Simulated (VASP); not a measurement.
# GaH: single point with PBE

Crystal: GaH.

```
CELL_PARAMETERS angstrom
2.77034 0.00000 0.00000
0.00000 2.77034 0.00000
0.00000 0.00000 3.07742
ATOMIC_POSITIONS crystal
Ga 0.50000 0.50000 0.50000
H 0.00000 0.00000 0.00000
```

The cell was generated, and may not be a known phase.

- Program: VASP 6.6.1
- Task: single point
- Functional: PBE
- Potentials or basis: VASP PAW PBE potentials, release 64 (Ga_d, H)
- Cutoff: 500 eV
- k mesh: 5 × 5 × 4
- Occupations: gaussian, width 0.15 eV
- Spin: no spin polarisation

The pressure is -0.3 GPa and the band gap on the k mesh is zero (bands 7 and 8 overlap by 3.18 eV).

Stress tensor (GPa, compression positive):
```
-0.16  0.00  0.00
 0.00 -0.16  0.00
 0.00  0.00 -0.48
```

Levels at points of the mesh, in eV from the Fermi level:
```csv
k point,band 3,band 4,band 5,band 6,band 7,band 8,band 9,band 10,band 11,band 12
"(0.00, 0.00, 0.00)",-15.10,-15.10,-15.04,-11.44,2.50,4.42,7.91,7.91,9.62,11.04
"(0.00, 0.00, 0.50)",-15.15,-15.15,-15.04,-7.74,-7.08,7.05,10.37,10.37,13.73,14.97
```

Run time: 3.7 s on 1 thread of AMD EPYC 7R13 Processor (Zen 3), on a shared host, peak memory 0.1 GiB.

Caveat: the k points lie up to 0.51 Å⁻¹ apart, too coarse for converged energies and pressures of a metal.
